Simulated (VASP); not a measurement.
# MgO (P-6m2) in VASP: further runs

MgO is run at these levels: PBE; tasks: single point.

Program: VASP 6.6.1. These are calculated values, not measurements. Logs are shortened: lines on timing, memory, paths and dates and some standing lists are left out, and cuts for length are marked.

## (1) The cell of the first run

It takes space group P-6m2 (No. 187, hexagonal). Conventional cell: a = 2.982 Å, b = 2.982 Å, c = 2.599 Å, α = 90.00°, β = 90.00°, γ = 120.00°. Mg (site symmetry -6m2) has 6 O at 2.16 Å and 2 Mg at 2.60 Å within 2.9 Å. O (site symmetry -6m2) has 6 Mg at 2.16 Å and 2 O at 2.60 Å within 2.9 Å.

## (2) Single point, PBE (strain +0.015 along x and y, -0.030 along z)

INCAR reads:

```
SYSTEM = MgO
  PREC = Accurate
  ENCUT = 520
  EDIFF = 1E-7
  ISMEAR = 0
  SIGMA = 0.05
  LREAL = .False.
  LASPH = .True.
  NELM = 80
  ALGO = Normal
  ISIF = 2
  LWAVE = .False.
  LCHARG = .False.
  GGA = PE
  NBANDS = 11
```

KPOINTS reads:

```
Automatic mesh
0
Gamma
  9 9 8
  0 0 0
```

POSCAR reads:

```
MgO
1.0
    2.9820912170      0.0000000000      0.0000000000
   -1.4910456085      2.5825667503      0.0000000000
    0.0000000000      0.0000000000      2.5992896000
Mg O
1 1
Direct
    0.0000000000      0.0000000000      0.0000000000
    0.3333333333      0.6666666667      0.5000000000
```

Potentials or basis: VASP PAW PBE potentials, release 64 (Mg, O).

The run is started by

```
$ cat potpaw_PBE.64/Mg/POTCAR potpaw_PBE.64/O/POTCAR > POTCAR
$ mpirun -np 1 vasp_std > vasp.out
```

OUTCAR:

```text
SYSTEM = MgO
   PREC = Accurate
   ENCUT = 520
   EDIFF = 1E-7
   ISMEAR = 0
   LREAL = .False.
   LASPH = .True.
   NELM = 80
   ISIF = 2
   GGA = PE

 ion  position               nearest neighbor table
   1  0.000  0.000  0.000-   2 2.16   2 2.16   2 2.16   2 2.16   2 2.16   2 2.16
   2  0.333  0.667  0.500-   1 2.16   1 2.16   1 2.16   1 2.16   1 2.16   1 2.16

  LATTYP: Found a hexagonal cell.
 ALAT       =     2.9820912170
 C/A-ratio  =     0.8716331631

  Lattice vectors:

 A1 = (   2.9820912170,   0.0000000000,   0.0000000000)
 A2 = (  -1.4910456085,   2.5825667503,   0.0000000000)
 A3 = (   0.0000000000,   0.0000000000,   2.5992896000)

Analysis of symmetry for initial positions (statically):
=====================================================================
 Subroutine PRICEL returns:
 Original cell was already a primitive cell.

 Routine SETGRP: Setting up the symmetry group for a
 hexagonal supercell.

 Subroutine GETGRP returns: Found 12 space group operations
 (whereof 12 operations were pure point group operations)
 out of a pool of 24 trial point group operations.

The static configuration has the point symmetry D_3h.

Analysis of symmetry for dynamics (positions and initial velocities):
=====================================================================
 Subroutine PRICEL returns:
 Original cell was already a primitive cell.

 Routine SETGRP: Setting up the symmetry group for a
 hexagonal supercell.

 Subroutine GETGRP returns: Found 12 space group operations
 (whereof 12 operations were pure point group operations)
 out of a pool of 24 trial point group operations.

The dynamic configuration has the point symmetry D_3h.

 Subroutine INISYM returns: Found 12 space group operations
 (whereof 12 operations are pure point group operations),
 and found     1 'primitive' translations

----------------------------------------------------------------------------------------

                                     Primitive cell

  volume of cell :      20.0183

  direct lattice vectors                    reciprocal lattice vectors
     2.982091217  0.000000000  0.000000000     0.335335148  0.193605838  0.000000000
    -1.491045608  2.582566750  0.000000000     0.000000000  0.387211676  0.000000000
     0.000000000  0.000000000  2.599289600     0.000000000  0.000000000  0.384720502

  length of vectors
     2.982091217  2.982091217  2.599289600     0.387211676  0.387211676  0.384720502

  position of ions in fractional coordinates (direct lattice)
     0.000000000  0.000000000  0.000000000
[... 87 lines left out ...]
   TEBEG  =    0.0;   TEEND  =   0.0 temperature during run
   PSTRESS=    0.0 pullay stress
   NELECT =       8.0000    total number of electrons
   NUPDOWN=      -1.0000    fix difference up-down
   EMIN   =  10.00;   EMAX   =-10.00  energy-range for DOS
   EFERMI =   0.00;   METHOD = LEGACY
   ISMEAR =     0;   SIGMA  =   0.05  broadening in eV -4-tet -1-fermi 0-gaus
   EFERMI_NEDOS =   21; number of points for ismear=-14 and -15
   IALGO  =     38    algorithm
   IMIX   =      4    mixing-type and parameters
     AMIX     =   0.40;   BMIX     =  1.00
     AMIX_MAG =   1.60;   BMIX_MAG =  1.00
  volume/ion in A,a.u.               =      10.01        67.55
  Fermi-wavevector in a.u.,A,eV,Ry     =   1.205857  2.278739 19.784108  1.454091
  Thomas-Fermi vector in A             =   2.341541
   LORBIT       =      0    0 simple, 1 ext, 2 COOP (PROOUT), +10 PAW based schemes
   GGA     = PE    functional components
   LHFCALC =     F    Hartree Fock is set to
   AEXX    =    0.0000 exact exchange contribution
   IVDW    =     0    specifies the selected vdW correction
   LEPSILON=     F    determine dielectric tensor
   LRPA    =     F    only Hartree local field effects (RPA)
 non-spin polarized calculation
 Gauss-broadening in eV      SIGMA  =   0.05
  energy-cutoff  :      520.00
  volume of cell :       20.02
 maximum number of plane-waves:       573
 NGX is ok and might be reduce to    24
   NGX = 11   NGY = 11   NGZ =  9

 number of electron       8.0000005 magnetization

 Free energy of the ion-electron system (eV)
  ---------------------------------------------------
  ext. energy  EPLUGINS =         0.00000000
  ---------------------------------------------------
  free energy    TOTEN  =       -11.18472250 eV

  energy without entropy =      -11.18472250  energy(sigma->0) =      -11.18472250

 E-fermi :   3.8776     XC(G=0): -10.7239

 val. band max:        3.6521110023   @ k =   0.3333   0.3333   0.0000
 cond. band min:       6.3428938519   @ k =   0.0000   0.0000   0.0000
 fundamental gap:      2.6907828496
 Fermi energy:         3.8775545808

 k-point     1 :       0.0000    0.0000    0.0000
  band No.  band energies     occupation
      1     -14.1512      2.00000
      2       2.4766      2.00000
      3       2.4766      2.00000
      4       3.3311      2.00000
      5       6.3429      0.00000
      6      15.4621      0.00000
      7      18.2421      0.00000
      8      18.2421      0.00000
      9      22.8333      0.00000
     10      25.1613      0.00000
     11      25.8653      0.00000
[... 309 lines left out ...]
 k-point    24 :       0.3333    0.3333    0.1250
  band No.  band energies     occupation
      1     -12.9516      2.00000
      2      -0.3439      2.00000
      3      -0.3053      2.00000
      4       2.9595      2.00000
      5      11.5859      0.00000
      6      14.2462      0.00000
      7      16.1608      0.00000
      8      20.7151      0.00000
      9      21.5365      0.00000
     10      24.2628      0.00000
     11      28.1351      0.00000

 [... further k-points ...]

------------------------ aborting loop because EDIFF is reached ----------------------------------------

  FORCE on cell =-STRESS in cart. coord.  units (eV):
  Direction    XX          YY          ZZ          XY          YZ          ZX
  --------------------------------------------------------------------------------------
  -------------------------------------------------------------------------------------
  Total       -0.9257891     -0.9257891      2.1089121      0.0000000     -0.0000000     -0.0000000
  in kB      -74.0961233    -74.0961233    168.7881374      0.0000000     -0.0000000     -0.0000000
  external PRESSURE =       6.8652969 kB  Pullay stress =       0.0000000 kB

 VOLUME and BASIS-vectors are now :
 -----------------------------------------------------------------------------
  energy-cutoff  :      520.00
  volume of cell :       20.02
      direct lattice vectors                 reciprocal lattice vectors
     2.982091217  0.000000000  0.000000000     0.335335148  0.193605838  0.000000000
    -1.491045608  2.582566750  0.000000000     0.000000000  0.387211676  0.000000000
     0.000000000  0.000000000  2.599289600     0.000000000  0.000000000  0.384720502

 POSITION                                       TOTAL-FORCE (eV/Angst)
 -----------------------------------------------------------------------------------
      0.00000      0.00000      0.00000         0.000000     -0.000000      0.000000
     -0.00000      1.72171      1.29964        -0.000000      0.000000      0.000000
 -----------------------------------------------------------------------------------
    total drift:                                0.000000     -0.000000     -0.000000

  FREE ENERGIE OF THE ION-ELECTRON SYSTEM (eV)
  ---------------------------------------------------
  free  energy   TOTEN  =       -11.1847224976 eV

  energy  without entropy=      -11.1847224976  energy(sigma->0) =      -11.18472250
```

OSZICAR:

```text
N       E                     dE             d eps       ncg     rms          rms(c)
DAV:   1     0.159610708577E+02    0.15961E+02   -0.45189E+03  1488   0.642E+02
DAV:   2    -0.122537840124E+02   -0.28215E+02   -0.27642E+02  1563   0.136E+02
DAV:   3    -0.129562324896E+02   -0.70245E+00   -0.70195E+00  1576   0.193E+01
DAV:   4    -0.129580672033E+02   -0.18347E-02   -0.18347E-02  1437   0.113E+00
DAV:   5    -0.129580735740E+02   -0.63706E-05   -0.63706E-05  1576   0.658E-02    0.741E+00
DAV:   6    -0.112335304363E+02    0.17245E+01   -0.99157E+00  1356   0.169E+01    0.241E+00
DAV:   7    -0.112017057757E+02    0.31825E-01   -0.76739E-02  1457   0.239E+00    0.140E+00
DAV:   8    -0.111851715703E+02    0.16534E-01   -0.38463E-02  1353   0.210E+00    0.276E-01
DAV:   9    -0.111848371560E+02    0.33441E-03   -0.28808E-04  1572   0.126E-01    0.202E-01
DAV:  10    -0.111847207856E+02    0.11637E-03   -0.87426E-04  1367   0.229E-01    0.126E-02
DAV:  11    -0.111847213836E+02   -0.59796E-06   -0.12598E-05  1527   0.243E-02    0.684E-03
DAV:  12    -0.111847225255E+02   -0.11419E-05   -0.13717E-06  1395   0.878E-03    0.150E-03
DAV:  13    -0.111847224976E+02    0.27867E-07   -0.34498E-08  1075   0.148E-03
   1 F= -.11184722E+02 E0= -.11184722E+02  d E =-.157106E-12
```

Wall time 26 s (1 thread of AMD EPYC 7R13, shared host); peak memory 0.11 GiB.

Results:

| Quantity | Value |
| --- | --- |
| Free energy | -11.1847 eV |
| Pressure | 0.7 GPa |
| Band gap on the k mesh | 2.69 eV, indirect (least direct gap 3.01 eV) |

Stress tensor (GPa, compression positive):
```
-7.41  0.00  0.00
 0.00 -7.41  0.00
 0.00  0.00 16.88
```

Caveat: the cell differs from its parent crystal (strain +0.015 along x and y, -0.030 along z). A k mesh can miss the band edges.

## (3) Single point, PBE (strain -0.015 along x and y, -0.015 along z)

INCAR reads:

```
SYSTEM = MgO
PREC = Accurate
ENCUT = 520
EDIFF = 1E-6
ISMEAR = 0
SIGMA = 0.05
LREAL = .False.
LASPH = .True.
NELM = 80
ALGO = Normal
ISIF = 2
LWAVE = .False.
LCHARG = .False.
GGA = PE
NBANDS = 11
```

KPOINTS is that of step 2.

POSCAR reads:

```
MgO
1.0
    2.8939505899      0.0000000000      0.0000000000
   -1.4469752949      2.5062347281      0.0000000000
    0.0000000000      0.0000000000      2.6394848000
Mg O
1 1
Direct
    0.0000000000      0.0000000000      0.0000000000
    0.3333333333      0.6666666667      0.5000000000
```

Potentials or basis: VASP PAW PBE potentials, release 64 (Mg, O).

The run is started by

```
$ cat potpaw_PBE.64/Mg/POTCAR potpaw_PBE.64/O/POTCAR > POTCAR
$ mpirun -np 1 vasp_std > vasp.out
```

Run time: 28 s. Hardware: 1 thread of AMD EPYC 7R13, shared host; peak memory 0.11 GiB.

It converged, with:

```yaml
Free_energy: -11.2147 eV
Pressure: 6.2 GPa
Band_gap_on_the_k_mesh: 3.35 eV, indirect (least direct gap 3.76 eV)
```

Stress tensor (GPa, compression positive):
```
5.65 0.00 0.00
0.00 5.65 0.00
0.00 0.00 7.28
```

Levels at points of the mesh, in eV from the valence-band top:
| k point | band 2 | band 3 | band 4 | band 5 | band 6 | band 7 |
| --- | --- | --- | --- | --- | --- | --- |
| (0.00, 0.00, 0.00) | -0.64 | -0.64 | -0.41 | 3.35 | 12.02 | 15.95 |
| (0.00, 0.00, 0.50) | -5.57 | -0.10 | -0.10 | 8.68 | 9.38 | 17.89 |

Caveat: the cell differs from its parent crystal (strain -0.015 along x and y, -0.015 along z).
